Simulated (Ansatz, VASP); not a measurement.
**One calculation of MgCd5Se6, two programs**

```xyz
12
Lattice="4.0307 0.0000 0.0000 -2.0153 3.4907 0.0000 0.0000 0.0000 19.7672" Properties=species:S:1:pos:R:3 pbc="T T T"
Mg    0.0000    0.0000    0.0000
Cd    0.0000    2.3271   16.5460
Cd    2.0153    1.1636   13.2159
Cd    0.0000    0.0000    9.8836
Cd    0.0000    2.3271    6.5513
Cd    2.0153    1.1636    3.2211
Se    2.0153    1.1636   18.2262
Se    0.0000    0.0000   14.8840
Se    0.0000    2.3271   11.5502
Se    2.0153    1.1636    8.2169
Se    0.0000    0.0000    4.8831
Se    0.0000    2.3271    1.5410
```

Alike in both runs: functional PBE; k mesh 12 × 12 × 2; occupations gaussian, width 0.1 eV; no spin polarisation.

Ansatz relaxed the structure, and its values are those at the end. VASP's run is a single point on that final structure, the one shown.

|  | VASP | Ansatz |
| --- | --- | --- |
| version | VASP 6.6.1 | Ansatz 0.2.0 |
| potentials or method | VASP PAW PBE potentials, release 64 (Mg, Cd, Se), cutoff 520 eV | scalar-relativistic, plane waves, PAW |
| valence electrons in the cell | 98 | 206 |

```tsv
	VASP	Ansatz	Ansatz less VASP
gap on the k mesh at the Fermi level (eV)	none	none	-
pressure (GPa)	0.3	0.0	-0.27
rms of the force components (eV/Å)	0.009	0.000	-0.0083
```

A gap of «none» marks a metal or a gap that the smearing closes. The functional is the same, so the differences come from potentials, cutoffs and numerics. VASP's potentials hold 98 valence electrons a cell and Ansatz's 206, so a difference there can come from the potentials and not from the codes.
